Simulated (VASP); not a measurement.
A run of VASP 6.6.1 is set up as follows.

INCAR

```
SYSTEM = RbGe6
PREC = Accurate ; ENCUT = 520
EDIFF = 1E-6 ; ISMEAR = 0
SIGMA = 0.2 ; LREAL = .FALSE.
LASPH = .TRUE. ; NELM = 60
ALGO = Normal ; ISIF = 2
LWAVE = .FALSE. ; LCHARG = .FALSE.
GGA = PE ; NBANDS = 56
```

The input KPOINTS:

```
regular mesh
0
G
  4 4 4
  0 0 0
```

The input POSCAR:

```
RbGe6
1.0
   -3.5988839000      3.5988839000      3.5988839000
    3.5988839000     -3.5988839000      3.5988839000
    3.5988839000      3.5988839000     -3.5988839000
Rb Ge
1 6
Direct
    0.0000000000      0.0000000000      0.0000000000
    0.5000000000      0.7500000000      0.2500000000
    0.7500000000      0.2500000000      0.5000000000
    0.7500000000      0.5000000000      0.2500000000
    0.5000000000      0.2500000000      0.7500000000
    0.2500000000      0.7500000000      0.5000000000
    0.2500000000      0.5000000000      0.7500000000
```

Potentials or basis: VASP PAW PBE potentials, release 64 (Rb_sv, Ge_d).

The run is started by

```console
$ cat potpaw_PBE.64/Rb_sv/POTCAR potpaw_PBE.64/Ge_d/POTCAR > POTCAR
$ mpirun -np 1 vasp_std > vasp.out
```

Task: Estimate the pressure.

Result: 0.2 GPa.

Task: Predict the band gap on the k mesh.

Result: Zero (an odd number of electrons rules out a gap without spin polarisation).

Caveat: an odd number of electrons without spin polarisation forces a metal; a magnetic or distorted state may lie lower.
